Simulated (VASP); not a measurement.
Runs of VASP 6.6.1 on Zr3Ag. The structure is that of space group P4/mmm (No. 123), or close to it. The cells are those of the table. 

```csv
task,cell,gap on the mesh (eV),pressure (GPa)
single point,"a = 4.566, b = 4.566, c = 3.906 Å, 4 atoms",none,-2.9
single point,"a = 4.566, b = 4.566, c = 4.026 Å, 4 atoms",none,-5.7
single point,"a = 4.566, b = 4.566, c = 3.946 Å, 4 atoms",none,-3.9
single point,"a = 4.566, b = 4.566, c = 4.066 Å, 4 atoms",none,-6.6
single point,"a = 4.504, b = 4.504, c = 3.932 Å, 4 atoms",none,(a)
electric field gradients,"a = 4.566, b = 4.566, c = 4.026 Å, 4 atoms",none,-5.7
single point,"a = 4.596, b = 4.596, c = 4.012 Å, 4 atoms",none,-6.6
single point,"a = 4.551, b = 4.551, c = 3.973 Å, 4 atoms",none,-3.9
```

Alike in all rows: level LDA; potentials or basis VASP PAW LDA potentials, release 64 (Zr_sv, Ag); no spin polarisation; k mesh 7 × 7 × 8; cutoff (eV) 520; smearing fermi-dirac 0.05 eV.

**Question.** Fill in the values left out.

**Answer.** (a) -0.6.

Caveats: the cell stands under tension (at least some runs).

A k mesh can miss the band edges, and the runs leave out spin-orbit coupling on Ag, Zr.

A gap of «none» marks levels without a gap at the run's occupations.
